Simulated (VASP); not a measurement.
## Si: electric field gradients with LDA

Crystal: Si.

```
CELL_PARAMETERS angstrom
0.08146 2.75620 2.75620
2.75620 0.08146 2.75620
2.75620 2.75620 0.08146
ATOMIC_POSITIONS crystal
Si 0.50000 0.50000 0.50000
Si 0.75000 0.75000 0.75000
```

This cell differs from its parent crystal: equal xy, yz and zx shear strains of +3 %.

* Program: VASP 6.6.1
* Task: electric field gradients
* Functional: LDA
* Potentials or basis: VASP PAW LDA potentials, release 64 (Si)
* Cutoff: 520 eV
* k mesh: 11 × 11 × 11
* Occupations: fermi-dirac, width 0.08 eV
* Spin: no spin polarisation
* Dipole correction: no
* Further INCAR settings: ALGO = Normal; EDIFF = 1e-08; NBANDS = 11

* Pressure: -1.2 GPa
* Largest force: 0.415 eV/Å
* Band gap on the k mesh: 0.38 eV, indirect (least direct gap 1.84 eV)

Forces on the atoms (eV/Å):
```
Si   0.239  0.239  0.239
Si  -0.239 -0.239 -0.239
```

Stress tensor (GPa, compression positive):
```
-1.16 -2.85 -2.85
-2.85 -1.16 -2.85
-2.85 -2.85 -1.16
```

Levels at points of the mesh, in eV from the valence-band top:
```tsv
k point	band 2	band 3	band 4	band 5	band 6	band 7
(0.00, 0.00, 0.00)	-0.14	0.00	0.00	1.84	2.71	2.71
```

Electric field gradients, principal values (V/Å²):
```csv
atom,least,middle,greatest (by size)
1 Si,-6.082,-6.082,12.164
2 Si,-6.082,-6.082,12.164
```

Wall time 82 s on 1 thread of Intel(R) Xeon(R) Platinum 8259CL CPU @ 2.50GHz (Skylake/Cascade Lake), with other jobs on the host, peak memory 0.17 GiB.

Caveat: the cell differs from its parent crystal (equal xy, yz and zx shear strains of +3 %); without QUAD_EFG the Cq values of the log hold for a quadrupole moment of 1 mb, not for the nuclei. A k mesh can miss the band edges.
